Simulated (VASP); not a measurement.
# Cs4Zn (I422) in VASP: a series of runs, part 2 of 2

VASP 6.6.1. The steps go on from the part before.

## Step 5: Single point, PBE

This run uses another cell than the first one, of 86.29 Å³/atom.

Input file INCAR:

```
ALGO     = Fast           # electronic algorithm
EDIFF    = 1E-6           # SCF threshold, eV
ENCUT    = 520            # plane-wave cutoff, eV
GGA      = PE             # functional
ISIF     = 2              # what is computed and relaxed
ISMEAR   = 0              # smearing method
LASPH    = True           # aspherical terms in the spheres
LCHARG   = False          # write CHGCAR
LREAL    = False          # projectors in reciprocal space
LWAVE    = False          # write WAVECAR
NBANDS   = 32             # bands
NELM     = 80             # most SCF steps
PREC     = Accurate       # precision mode
SIGMA    = 0.1            # smearing width, eV
```

Input file KPOINTS:

```
k-points
0
Gamma
  6 6 6
```

Input file POSCAR:

```
Cs4Zn
1.0
   -4.8572423440      4.8572423440      4.5720443788
    4.8572423440     -4.8572423440      4.5720443788
    4.8572423440      4.8572423440     -4.5720443788
Cs Zn
4 1
Direct
    0.4335346871      0.9335346871      0.8670693741
    0.0664653129      0.5664653129      0.1329306259
    0.9335346871      0.0664653129      0.5000000000
    0.5664653129      0.4335346871      0.5000000000
    0.5000000000      0.5000000000      0.0000000000
```

The run is started by

```
> cat potpaw_PBE.64/Cs_sv/POTCAR potpaw_PBE.64/Zn/POTCAR > POTCAR
> mpirun -np 1 vasp_std > vasp.out
```

Run time: 7.9 min. Hardware: 1 thread of Intel Xeon Platinum 8375C at 2.90GHz (Ice Lake), shared host; peak memory 0.77 GiB.

It converged, with:

```yaml
Free_energy: -4.0287 eV
Pressure: 0.0 GPa
Band_gap_on_the_k_mesh: zero (bands 24 and 25 overlap by 0.97 eV)
```

Forces in eV/Å, atoms in the order of the input:
```
Cs  -0.002 -0.002  0.000
Cs   0.002  0.002  0.000
Cs   0.002 -0.002  0.000
Cs  -0.002  0.002  0.000
Zn   0.000  0.000  0.000
```

Levels at points of the mesh, in eV from the Fermi level:
```csv
k point,band 22,band 23,band 24,band 25,band 26,band 27
"(0.00, 0.00, 0.00)",-3.78,-1.05,0.54,0.63,0.67,0.67
"(0.50, 0.00, 0.00)",-3.58,-0.79,-0.19,0.21,0.25,0.91
"(0.50, 0.50, 0.00)",-3.58,-0.94,0.03,0.33,0.48,0.78
"(0.50, 0.50, 0.50)",-3.41,-0.46,-0.46,-0.43,0.37,0.67
```

Caveat: spin-orbit coupling is left out, which moves the levels of the heavy elements.

## Step 6: Single point, PBE

This run uses another cell than the first one, of 86.29 Å³/atom.

Input file INCAR:

```
SYSTEM = Cs4Zn
PREC = Accurate
ENCUT = 520
EDIFF = 1E-6
ISMEAR = 0
SIGMA = 0.1
LREAL = .FALSE.
LASPH = .TRUE.
NELM = 100
ALGO = Fast
ISIF = 2
LWAVE = .FALSE.
LCHARG = .FALSE.
GGA = PE
NBANDS = 32
```

Input file KPOINTS:

```
Automatic mesh
0
G
  6 6 6
  0 0 0
```

POSCAR, as its differences from that of step 5:

```diff
@@ -9,3 +9,3 @@
     0.4335346871      0.9335346871      0.8670693741
-    0.0664653129      0.5664653129      0.1329306259
+    0.0664653129      0.5664653129      0.1329306258
     0.9335346871      0.0664653129      0.5000000000
```

Potentials or basis: VASP PAW PBE potentials, release 64 (Cs_sv, Zn).

The run is started by

```
> cat potpaw_PBE.64/Cs_sv/POTCAR potpaw_PBE.64/Zn/POTCAR > POTCAR
> mpirun -np 1 vasp_std > vasp.out
```

OUTCAR:

```text
SYSTEM = Cs4Zn
   PREC = Accurate
   ENCUT = 520
   EDIFF = 1E-6
   ISMEAR = 0
   LREAL = .FALSE.
   LASPH = .TRUE.
   NELM = 100
   ISIF = 2
   GGA = PE

 ion  position               nearest neighbor table
   1  0.434  0.934  0.867-
   2  0.066  0.566  0.133-
   3  0.934  0.066  0.500-
   4  0.566  0.434  0.500-
   5  0.500  0.500  0.000-

  LATTYP: Found a body centered tetragonal cell.
 ALAT       =     9.7144846880
[... 1042 lines left out ...]
  Direction    XX          YY          ZZ          XY          YZ          ZX
  --------------------------------------------------------------------------------------
  -------------------------------------------------------------------------------------
  Total       -0.0301122     -0.0301122     -0.0586702      0.0000000     -0.0000000      0.0000000
  in kB       -0.1118156     -0.1118156     -0.2178602      0.0000000     -0.0000000      0.0000000
  external PRESSURE =      -0.1471638 kB  Pullay stress =       0.0000000 kB

 VOLUME and BASIS-vectors are now :
 -----------------------------------------------------------------------------
  energy-cutoff  :      520.00
  volume of cell :      431.47
      direct lattice vectors                 reciprocal lattice vectors
    -4.857242344  4.857242344  4.572044379     0.000000000  0.102939068  0.109360268
     4.857242344 -4.857242344  4.572044379     0.102939068  0.000000000  0.109360268
     4.857242344  4.857242344 -4.572044379     0.102939068  0.102939068  0.000000000

 POSITION                                       TOTAL-FORCE (eV/Angst)
 -----------------------------------------------------------------------------------
      6.64019      1.78294      2.28602        -0.001508     -0.001508      0.000000
      3.07430     -1.78294      2.28602         0.001508      0.001508     -0.000000
     -1.78294      6.64019      2.28602         0.001508     -0.001508      0.000000
      1.78294      3.07430      2.28602        -0.001508      0.001508      0.000000
      0.00000      0.00000      4.57204        -0.000000     -0.000000      0.000000
 -----------------------------------------------------------------------------------
    total drift:                                0.000000      0.000000     -0.000000

  FREE ENERGIE OF THE ION-ELECTRON SYSTEM (eV)
  ---------------------------------------------------
  free  energy   TOTEN  =        -4.0287384484 eV

  energy  without entropy=       -4.0017480693  energy(sigma->0) =       -4.01524326
```

stdout:

```text
POSCAR found type information on POSCAR CsZn
 POSCAR found :  2 types and       5 ions
 scaLAPACK will be used
 LDA part: xc-table for (Slater+PW92), standard interpolation
 POSCAR, INCAR and KPOINTS ok, starting setup
 FFT: planning ... GRIDC
 FFT: planning ... GRID_SOFT
 FFT: planning ... GRID
 WAVECAR not read
 entering main loop
```

Wall time 8.4 min (1 thread of Intel Xeon Platinum 8375C at 2.90GHz (Ice Lake), shared host); peak memory 0.77 GiB.

What came out:

* Free energy: -4.0287 eV
* Pressure: 0.0 GPa
* Band gap on the k mesh: zero (bands 24 and 25 overlap by 0.97 eV)

Forces on the atoms (eV/Å):
```
Cs  -0.002 -0.002  0.000
Cs   0.002  0.002  0.000
Cs   0.002 -0.002  0.000
Cs  -0.002  0.002  0.000
Zn   0.000  0.000  0.000
```

Caveat: spin-orbit coupling is left out, which moves the levels of the heavy elements.

## Step 7: The runs side by side

| task | cell | k mesh | cutoff (eV) | gap on the mesh (eV) | pressure (GPa) | largest force (eV/Å) |
| --- | --- | --- | --- | --- | --- | --- |
| single point | a = 5.578 Å, angles 112.4, 112.4, 103.7°, 5 atoms, atomic positions A | 4 × 4 × 4 | 520 | none | 26.6 | 0.04 |
| single point | a = 8.049 Å, angles 108.6, 108.6, 111.2°, 5 atoms, atomic positions B | 4 × 4 × 4 | 520 | none | 0.2 | - |
| relaxation of cell and atoms | relaxed from a = 5.578 Å, angles 112.4, 112.4, 103.7°, 5 atoms, atomic positions A | 4 × 4 × 4 | 600 | none | -0.1 | 0.02 |
| single point | a = 8.252 Å, angles 107.9, 107.9, 112.7°, 5 atoms, atomic positions C | 6 × 6 × 6 | 520 | none | 0.0 | - |

Alike in all rows: level PBE; potentials or basis VASP PAW PBE potentials, release 64 (Cs_sv, Zn); no spin polarisation; smearing gaussian 0.1 eV.

Caveats: spin-orbit coupling is left out, which moves the levels of the heavy elements; the stress differs along the axes, from 19 to 30 GPa (at least some runs); the volume moved by over 15 % at a fixed basis, so the end points are rough (at least some runs).

Absolute energies hang on the potentials; compare differences alone.
